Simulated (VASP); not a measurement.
The system is Hf.

```
CELL_PARAMETERS angstrom
0.00000 2.17468 2.17468
2.17468 0.00000 2.17468
2.17468 2.17468 0.00000
ATOMIC_POSITIONS crystal
Hf 0.00000 0.00000 0.00000
```

Base run:

| Property | Result |
| --- | --- |
| Program | VASP 6.6.1 |
| Functional | r2SCAN |
| Potentials or basis | VASP PAW PBE potentials, release 64 (Hf_pv) |
| Cutoff | 520 eV |
| k mesh | 10 × 10 × 10 |
| Occupations | fermi-dirac, width 0.05 eV |
| Spin | no spin polarisation |

Its results: band gap on the k mesh zero (band 5 reaches 6.85 eV, above the bottom of band 6 at 4.82 eV); pressure 9.5 GPa.

Problem. The run is repeated on the same cell with these changes: functional from r2SCAN to PBEsol. What comes out?

Solution. Band gap on the k mesh zero (band 5 reaches 6.60 eV, above the bottom of band 6 at 4.78 eV); pressure 5.3 GPa.

Caveats: the PAW data sets were made with another functional, which shifts forces and pressure a little; spin-orbit coupling is left out, which moves the levels of the heavy elements.
